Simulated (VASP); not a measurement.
Write the native input for VASP 6.6.1 that does the following.

```
Task                   : relaxation of cell and atoms
Functional             : PBE
Potentials or basis    : VASP PAW PBE potentials, release 64 (Sb)
Cutoff                 : 600 eV
k mesh                 : 12 × 12 × 12
Occupations            : gaussian, width 0.05 eV
Spin                   : no spin polarisation
Dipole correction      : no
Further INCAR settings : ALGO = Normal; EDIFF = 1e-06; IBRION = 2; EDIFFG = -0.005; NSW = 80; ISIF = 3
```

The structure of Sb lies in POSCAR:

```
Sb
1.0
    3.4145442600      0.0000000000      0.0000000000
    0.6603416426      3.3500837928      0.0000000000
   -2.0374429515     -1.6750418965      2.1684495308
Sb
1
Direct
    0.0000000000      0.0000000000      0.0000000000
```

This cell differs from its parent crystal: volume scaled by 0.92.

One way to write it, as run:

INCAR

```
PREC     = Accurate       # precision mode
ENCUT    = 600            # plane-wave cutoff, eV
EDIFF    = 1E-6           # SCF threshold, eV
ISMEAR   = 0              # smearing method
SIGMA    = 0.05           # smearing width, eV
LREAL    = F              # projectors in reciprocal space
LASPH    = T              # aspherical terms in the spheres
NELM     = 60             # most SCF steps
ALGO     = Normal         # electronic algorithm
ISIF     = 3              # what is computed and relaxed
LWAVE    = F              # write WAVECAR
LCHARG   = F              # write CHGCAR
GGA      = PE             # functional
IBRION   = 2              # ionic algorithm
NSW      = 80             # ionic steps
EDIFFG   = -0.005         # ionic threshold
```

KPOINTS

```
Automatic mesh
0
Gamma
  12 12 12
```

Potentials or basis: VASP PAW PBE potentials, release 64 (Sb).

The run is started by

```sh
$ cat potpaw_PBE.64/Sb/POTCAR > POTCAR
$ mpirun -np 1 vasp_std > vasp.out
```

Results of the run:

```yaml
Relaxed_volume: 27.56 Å³/atom
Relaxed_cell: a = 3.495 Å, b = 3.495 Å, c = 3.495 Å, α = 125.05°, β = 125.05°, γ = 81.46°
Space_group_after_relaxing_to_0.05_Å: I4/mmm (No. 139)
Energy_gained_by_relaxing: 71.5 meV/atom
Ionic_steps: 11
Pressure_after_relaxing: 0.0 GPa
```

Caveat: the cell differs from its parent crystal (volume scaled by 0.92).

Wall time 82 s on 1 thread of Intel Xeon 6975P-C, with other jobs on the host, peak memory 0.19 GiB.
